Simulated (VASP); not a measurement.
A run of VASP 6.6.1 is set up as follows.

The input INCAR:

```
PREC = Accurate ; ENCUT = 500
EDIFF = 1E-6 ; ISMEAR = 0
SIGMA = 0.1 ; LREAL = False
LASPH = True ; NELM = 120
ALGO = Normal ; ISIF = 2
LWAVE = False ; LCHARG = False
GGA = PE ; NBANDS = 20
GGA_COMPAT = False
```

The input KPOINTS:

```
Automatic mesh
0
Gamma
  6 6 2
```

The input POSCAR:

```
K2H5
1.0
    5.7742352850      0.0000000031      0.0000000000
   -2.8871176452      5.0006344426      0.0000000000
    0.0000000000      0.0000000000      7.0701688028
K H
2 5
Direct
    0.3333333333      0.6666666667      0.3771262900
    0.6666666667      0.3333333333      0.3771262900
    0.3333333333      0.6666666667      0.9354874220
    0.6666666667      0.3333333333      0.9354874220
    0.3333333333      0.6666666667      0.8263834858
    0.6666666667      0.3333333333      0.8263834858
    0.0000000000      0.0000000000      0.3754211245
```

Potentials or basis: VASP PAW PBE potentials, release 64 (K_sv, H).

The run is started by

```sh
$ cat potpaw_PBE.64/K_sv/POTCAR potpaw_PBE.64/H/POTCAR > POTCAR
$ mpirun -np 1 vasp_std > vasp.out
```

Question: Estimate the pressure.

Answer: 0.0 GPa.

Question: Estimate the largest force.

Answer: 0.004 eV/Å.

Stress tensor (GPa, compression positive):
```
 0.02  0.00  0.00
 0.00  0.02  0.00
 0.00  0.00 -0.11
```

Caveat: the k points lie up to 0.44 Å⁻¹ apart, too coarse for converged energies and pressures of a metal.
